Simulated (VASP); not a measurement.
# Mg (P6_3/mmc) in VASP: single point with PBE

Aim: the single point of Mg with PBE.

All numbers are computed with VASP 6.6.1; they aren't measurements. Logs are shortened: lines on timing, memory, paths and dates and some standing lists are left out, and cuts for length are marked.

## 1. The cell of the first run

The structure is hexagonal, space group P6_3/mmc (No. 194). Conventional cell: a = 3.209 Å, b = 3.209 Å, c = 5.210 Å, α = 90.00°, β = 90.00°, γ = 120.00°. Mg (site symmetry -6m2) has 12 Mg at 3.20 to 3.21 Å within 4.2 Å.

## 2. Single point, PBE

File INCAR:

```
SYSTEM = Mg
  ALGO = Normal
  EDIFF = 1E-6
  ENCUT = 600
  GGA = PE
  GGA_COMPAT = .FALSE.
  ISIF = 2
  ISMEAR = 1
  LASPH = .TRUE.
  LCHARG = .FALSE.
  LREAL = .FALSE.
  LWAVE = .FALSE.
  NBANDS = 9
  NELM = 120
  PREC = Accurate
  SIGMA = 0.05
```

File KPOINTS:

```
k-points
0
G
  8 8 5
  0 0 0
```

File POSCAR:

```
Mg
1.0
    3.2093000000      0.0000000000      0.0000000000
   -1.6046500000      2.7793350000      0.0000000000
    0.0000000000      0.0000000000      5.2103000000
Mg
2
Direct
    0.3333330000      0.6666670000      0.2500000000
    0.6666670000      0.3333330000      0.7500000000
```

Potentials or basis: VASP PAW PBE potentials, release 64 (Mg).

Launch:

```console
$ cat potpaw_PBE.64/Mg/POTCAR > POTCAR
$ mpirun -np 1 vasp_std > vasp.out
```

OUTCAR:

```text
SYSTEM = Mg
   EDIFF = 1E-6
   ENCUT = 600
   GGA = PE
   ISIF = 2
   ISMEAR = 1
   LASPH = .TRUE.
   LREAL = .FALSE.
   NELM = 120
   PREC = Accurate

 ion  position               nearest neighbor table
   1  0.333  0.667  0.250-   2 3.20   2 3.20   2 3.20   2 3.20   2 3.20   2 3.20
   2  0.667  0.333  0.750-   1 3.20   1 3.20   1 3.20   1 3.20   1 3.20   1 3.20

  LATTYP: Found a hexagonal cell.
 ALAT       =     3.2093000000
 C/A-ratio  =     1.6235004518

  Lattice vectors:

 A1 = (   3.2093000000,   0.0000000000,   0.0000000000)
 A2 = (  -1.6046500000,   2.7793350000,   0.0000000000)
 A3 = (   0.0000000000,   0.0000000000,   5.2103000000)

Analysis of symmetry for initial positions (statically):
=====================================================================
 Subroutine PRICEL returns:
 Original cell was already a primitive cell.

 Routine SETGRP: Setting up the symmetry group for a
 hexagonal supercell.

 Subroutine GETGRP returns: Found 24 space group operations
 (whereof 12 operations were pure point group operations)
 out of a pool of 24 trial point group operations.

The static configuration has the point symmetry D_3d.
 The point group associated with its full space group is D_6h.

Analysis of symmetry for dynamics (positions and initial velocities):
=====================================================================
 Subroutine PRICEL returns:
 Original cell was already a primitive cell.

 Routine SETGRP: Setting up the symmetry group for a
 hexagonal supercell.

 Subroutine GETGRP returns: Found 24 space group operations
 (whereof 12 operations were pure point group operations)
 out of a pool of 24 trial point group operations.

The dynamic configuration has the point symmetry D_3d.
 The point group associated with its full space group is D_6h.

 Subroutine INISYM returns: Found 24 space group operations
 (whereof 12 operations are pure point group operations),
 and found     1 'primitive' translations

----------------------------------------------------------------------------------------

                                     Primitive cell

  volume of cell :      46.4744

  direct lattice vectors                    reciprocal lattice vectors
     3.209300000  0.000000000  0.000000000     0.311594429  0.179899149  0.000000000
    -1.604650000  2.779335000  0.000000000     0.000000000  0.359798297  0.000000000
     0.000000000  0.000000000  5.210300000     0.000000000  0.000000000  0.191927528

  length of vectors
     3.209300000  3.209299716  5.210300000     0.359798265  0.359798297  0.191927528

  position of ions in fractional coordinates (direct lattice)
     0.333333000  0.666667000  0.250000000
     0.666667000  0.333333000  0.750000000

  ion indices of the primitive-cell ions
   primitive index   ion index
                 1           1
                 2           2

----------------------------------------------------------------------------------------

 KPOINTS: k-points

Automatic generation of k-mesh.
 Grid dimensions read from file:
 generate k-points for:    8    8    5

 Generating k-lattice:

  Cartesian coordinates                     Fractional coordinates (reciprocal lattice)
     0.038949304  0.022487394  0.000000000     0.125000000 -0.000000000  0.000000000
     0.000000000  0.044974787  0.000000000     0.000000000  0.125000000  0.000000000
     0.000000000  0.000000000  0.038385506     0.000000000  0.000000000  0.200000000

  Length of vectors
     0.044974783  0.044974787  0.038385506

  Shift w.r.t. Gamma in fractional coordinates (k-lattice)
     0.000000000  0.000000000  0.000000000

 Subroutine IBZKPT returns following result:
 ===========================================

 Found     30 irreducible k-points:

 Following reciprocal coordinates:
            Coordinates               Weight
  0.000000  0.000000  0.000000      1.000000
  0.125000  0.000000  0.000000      6.000000
  0.250000  0.000000  0.000000      6.000000
  0.375000  0.000000  0.000000      6.000000
  0.500000  0.000000  0.000000      3.000000
  0.125000  0.125000  0.000000      6.000000
[... 16 lines left out ...]
  0.250000  0.000000  0.400000     12.000000
  0.375000  0.000000  0.400000     12.000000
 [... further k-points ...]
   k-points           NKPTS =     30   k-points in BZ     NKDIM =     30   number of bands    NBANDS=      9
   number of dos      NEDOS =    301   number of ions     NIONS =      2
   total plane-waves  NPLWV =  32928
   dimension x,y,z NGX =    28 NGY =   28 NGZ =   42
   dimension x,y,z NGXF=    56 NGYF=   56 NGZF=   84
   ions per type =               2
   NGX,Y,Z   is equivalent  to a cutoff of  14.50, 14.50, 13.40 a.u.
   NGXF,Y,Z  is equivalent  to a cutoff of  29.01, 29.01, 26.80 a.u.
 SYSTEM =  Mg
   PREC   = accura    normal or accurate (medium, high low for compatibility)
   ISTART =      0    job   : 0-new  1-cont  2-samecut
   ICHARG =      2    charge: 1-file 2-atom 10-const
   ISPIN  =      1    spin polarized calculation?
   LNONCOLLINEAR =      F non collinear calculations
   LSORBIT =      F    spin-orbit coupling
   LASPH  =      T    aspherical Exc in radial PAW
   ENCUT  =  600.0 eV  44.10 Ry    6.64 a.u.   6.41  6.41 10.41*2*pi/ulx,y,z
   NELM   =    120;   NELMIN=  2; NELMDL= -5     # of ELM steps
   EDIFF  = 0.1E-05   stopping-criterion for ELM
   LREAL  =      F    real-space projection
   EDIFFG = 0.1E-04   stopping-criterion for IOM
   NSW    =      0    number of steps for IOM
   IBRION =     -1    ionic relax: 0-MD 1-quasi-New 2-CG
   NFREE  =      0    steps in history (QN), initial steepest desc. (CG)
   ISIF   =      2    stress and relaxation
   ISYM   =      2    0-nonsym 1-usesym 2-fastsym
   POTIM  = 0.5000    time-step for ionic-motion
   TEBEG  =    0.0;   TEEND  =   0.0 temperature during run
   PSTRESS=    0.0 pullay stress
   NELECT =       4.0000    total number of electrons
   NUPDOWN=      -1.0000    fix difference up-down
   EMIN   =  10.00;   EMAX   =-10.00  energy-range for DOS
   EFERMI =   0.00;   METHOD = LEGACY
   ISMEAR =     1;   SIGMA  =   0.05  broadening in eV -4-tet -1-fermi 0-gaus
   EFERMI_NEDOS =   21; number of points for ismear=-14 and -15
   IALGO  =     38    algorithm
   IMIX   =      4    mixing-type and parameters
     AMIX     =   0.40;   BMIX     =  1.00
     AMIX_MAG =   1.60;   BMIX_MAG =  1.00
  volume/ion in A,a.u.               =      23.24       156.81
  Fermi-wavevector in a.u.,A,eV,Ry     =   0.722809  1.365911  7.108401  0.522453
  Thomas-Fermi vector in A             =   1.812866
   LORBIT       =      0    0 simple, 1 ext, 2 COOP (PROOUT), +10 PAW based schemes
   GGA     = PE    functional components
   LHFCALC =     F    Hartree Fock is set to
   AEXX    =    0.0000 exact exchange contribution
   IVDW    =     0    specifies the selected vdW correction
   LEPSILON=     F    determine dielectric tensor
   LRPA    =     F    only Hartree local field effects (RPA)
 non-spin polarized calculation
 Methfessel and Paxton  Order N= 1 SIGMA  =   0.05
  energy-cutoff  :      600.00
  volume of cell :       46.47
 maximum number of plane-waves:      1578
 NGX is ok and might be reduce to    28
   NGX = 13   NGY = 13   NGZ = 21

 number of electron       4.0000000 magnetization

 Free energy of the ion-electron system (eV)
  ---------------------------------------------------
  ext. energy  EPLUGINS =         0.00000000
  ---------------------------------------------------
  free energy    TOTEN  =        -3.03786844 eV

  energy without entropy =       -3.03765484  energy(sigma->0) =       -3.03779724

 E-fermi :   2.5481     XC(G=0):  -8.4530

 val. band max:        2.4842713189   @ k =   0.5000   0.0000   0.4000
 cond. band min:       2.5554779675   @ k =   0.2500   0.2500   0.2000
 fundamental gap:      0.0712066486
 Fermi energy:         2.5480616602

 k-point     1 :       0.0000    0.0000    0.0000
  band No.  band energies     occupation
      1      -4.3087      2.00000
      2       0.9054      2.00000
      3       1.3310      2.00000
      4      13.4403      0.00000
      5      13.4403      0.00000
      6      13.5286      0.00000
      7      13.5286      0.00000
      8      14.3310      0.00000
      9      15.8807      0.00000

 k-point     2 :       0.1250    0.0000    0.0000
  band No.  band energies     occupation
      1      -4.0039      2.00000
      2       1.1845      2.00000
      3       1.6268      2.00000
      4       9.9000      0.00000
      5      11.6901      0.00000
      6      12.4515      0.00000
      7      14.5913      0.00000
      8      14.9743      0.00000
      9      15.6109      0.00000

 k-point     3 :       0.2500    0.0000    0.0000
  band No.  band energies     occupation
      1      -3.0952      2.00000
      2       2.0230      2.00000
      3       2.4814      2.06775
      4       6.3434      0.00000
      5      10.4082      0.00000
      6      10.5418      0.00000
      7      11.0271      0.00000
      8      12.6483      0.00000
      9      14.8910      0.00000

 k-point     4 :       0.3750    0.0000    0.0000
  band No.  band energies     occupation
      1      -1.5998      2.00000
      2       2.8559     -0.00000
      3       3.4219     -0.00000
      4       4.2851      0.00000
      5       7.9421      0.00000
      6       8.2967      0.00000
      7       9.6414      0.00000
      8      11.1820      0.00000
      9      14.0221      0.00000
[... 205 lines left out ...]
 k-point    22 :       0.1250    0.0000    0.4000
  band No.  band energies     occupation
      1      -3.1209      2.00000
      2      -2.0284      2.00000
      3       6.3621      0.00000
      4       9.2910      0.00000
      5      10.7483      0.00000
      6      11.5761      0.00000
      7      12.4289      0.00000
      8      13.3481      0.00000
      9      14.0051      0.00000

 k-point    23 :       0.2500    0.0000    0.4000
  band No.  band energies     occupation
      1      -2.2204      2.00000
      2      -1.1386      2.00000
      3       6.6937      0.00000
      4       7.4834      0.00000
      5       8.1047      0.00000
      6      10.1718      0.00000
      7      11.1560      0.00000
      8      12.0942      0.00000
      9      12.6198      0.00000

 k-point    24 :       0.3750    0.0000    0.4000
  band No.  band energies     occupation
      1      -0.7400      2.00000
      2       0.3191      2.00000
      3       3.9340      0.00000
      4       4.9520      0.00000
      5       8.5771      0.00000
      6      10.3882      0.00000
      7      10.7335      0.00000
      8      11.3247      0.00000
      9      12.0562      0.00000

 [... further k-points ...]
[... 5 lines left out ...]
  --------------------------------------------------------------------------------------
  -------------------------------------------------------------------------------------
  Total       -0.1818802     -0.1818801     -0.0611186      0.0000000     -0.0000000      0.0000000
  in kB       -6.2702084     -6.2702069     -2.1070283      0.0000000     -0.0000000      0.0000000
  external PRESSURE =      -4.8824812 kB  Pullay stress =       0.0000000 kB

 VOLUME and BASIS-vectors are now :
 -----------------------------------------------------------------------------
  energy-cutoff  :      600.00
  volume of cell :       46.47
      direct lattice vectors                 reciprocal lattice vectors
     3.209300000  0.000000000  0.000000000     0.311594429  0.179899149  0.000000000
    -1.604650000  2.779335000  0.000000000     0.000000000  0.359798297  0.000000000
     0.000000000  0.000000000  5.210300000     0.000000000  0.000000000  0.191927528

 POSITION                                       TOTAL-FORCE (eV/Angst)
 -----------------------------------------------------------------------------------
     -0.00000      1.85289      1.30258        -0.000000      0.000000      0.000000
      1.60465      0.92644      3.90773         0.000000     -0.000000      0.000000
 -----------------------------------------------------------------------------------
    total drift:                               -0.000001      0.000001     -0.000003

  FREE ENERGIE OF THE ION-ELECTRON SYSTEM (eV)
  ---------------------------------------------------
  free  energy   TOTEN  =        -3.0378684351 eV

  energy  without entropy=       -3.0376548442  energy(sigma->0) =       -3.03779724
```

Wall time 15 s (1 thread of Intel Xeon Platinum 8488C (Sapphire Rapids), shared host); peak memory 0.17 GiB.

What came out:

- Free energy: -3.0379 eV
- Pressure: -0.5 GPa
- Band gap on the k mesh: zero (band 2 reaches 3.57 eV, above the bottom of band 3 at 1.33 eV)

Stress tensor (GPa, compression positive):
```
-0.63  0.00  0.00
 0.00 -0.63  0.00
 0.00  0.00 -0.21
```

Levels at points of the mesh, in eV from the Fermi level:
| k point | band 1 | band 2 | band 3 | band 4 | band 5 | band 6 |
| --- | --- | --- | --- | --- | --- | --- |
| (0.00, 0.00, 0.00) | -6.86 | -1.64 | -1.22 | 10.89 | 10.89 | 10.98 |
| (0.50, 0.00, 0.00) | -2.10 | -2.10 | 2.66 | 3.04 | 3.27 | 3.68 |
